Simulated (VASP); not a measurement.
The system is H3WCl4.

```
CELL_PARAMETERS angstrom
3.50000 0.00000 0.00000
-1.75000 3.03109 0.00000
0.00000 0.00000 13.95000
ATOMIC_POSITIONS crystal
H 0.66667 0.33333 0.27600
H 0.66667 0.33333 0.72400
H 0.66667 0.33333 0.00000
W 0.00000 0.00000 0.00000
Cl 0.66667 0.33333 0.36800
Cl 0.66667 0.33333 0.63200
Cl 0.33333 0.66667 0.10500
Cl 0.33333 0.66667 0.89500
```

* Program: VASP 6.6.1
* Task: relaxation of cell and atoms
* Functional: PBE
* Potentials or basis: VASP PAW PBE potentials, release 64 (H, W_sv, Cl)
* Cutoff: 600 eV
* k mesh: 5 × 5 × 2
* Occupations: gaussian, width 0.2 eV
* Spin: no spin polarisation

At the start: pressure 5.1 GPa; volume 18.50 Å³/atom.

Problem. How do energy, volume and symmetry change on relaxing?

Solution. Over 12 steps the energy falls by 82.8 meV/atom and the volume is 18.73 Å³/atom (+1.2 %); space group P-6m2 (No. 187, to 0.1 Å) before and after.

Step by step:
| step | energy change (eV) | largest force (eV/Å) | pressure (GPa) | volume (Å³) |
| --- | --- | --- | --- | --- |
| 1 | 0.0000 | 2.0338 | 5.06 | 147.99 |
| 2 | -0.3844 | 1.1246 | -1.73 | 160.84 |
| 3 | -0.3846 | 1.0983 | -1.58 | 160.46 |
| 4 | -0.3765 | 2.0885 | -0.02 | 160.90 |
| 5 | -0.4646 | 0.3394 | -0.92 | 160.68 |
| 6 | -0.5597 | 0.2103 | -1.02 | 158.41 |
| 7 | -0.6415 | 0.1887 | -1.03 | 154.42 |
| 8 | -0.6491 | 0.2445 | -0.98 | 153.00 |
| 9 | -0.6569 | 0.4239 | 0.58 | 149.37 |
| 10 | -0.6595 | 0.2658 | 0.05 | 150.55 |
| 11 | -0.6536 | 0.4535 | 0.24 | 148.56 |
| 12 | -0.6627 | 0.0399 | 0.11 | 149.81 |

Final structure:
```yaml
crystal:
  lattice:
    - [3.37317, 0.00000, 0.00000]
    - [-1.68659, 2.92125, 0.00000]
    - [0.00000, 0.00000, 15.20338]
  atoms:
    - { symbol: H, position: [0.66667, 0.33333, 0.28033] }
    - { symbol: H, position: [0.66667, 0.33333, 0.71967] }
    - { symbol: H, position: [0.66667, 0.33333, 0.00000] }
    - { symbol: W, position: [0.00000, 0.00000, 0.00000] }
    - { symbol: Cl, position: [0.66667, 0.33333, 0.36456] }
    - { symbol: Cl, position: [0.66667, 0.33333, 0.63544] }
    - { symbol: Cl, position: [0.33333, 0.66667, 0.12124] }
    - { symbol: Cl, position: [0.33333, 0.66667, 0.87876] }
```

Caveat: the k points lie up to 0.43 Å⁻¹ apart in the final cell, too coarse for converged energies and pressures of a metal; this functional lacks dispersion, which binds layers or chains, so the pressure and a relaxed spacing across them are unreliable; an odd number of electrons without spin polarisation forces a metal; a magnetic or distorted state may lie lower; the relaxation stopped at a loose force limit of 0.08 eV/Å, so its end isn't a converged minimum.
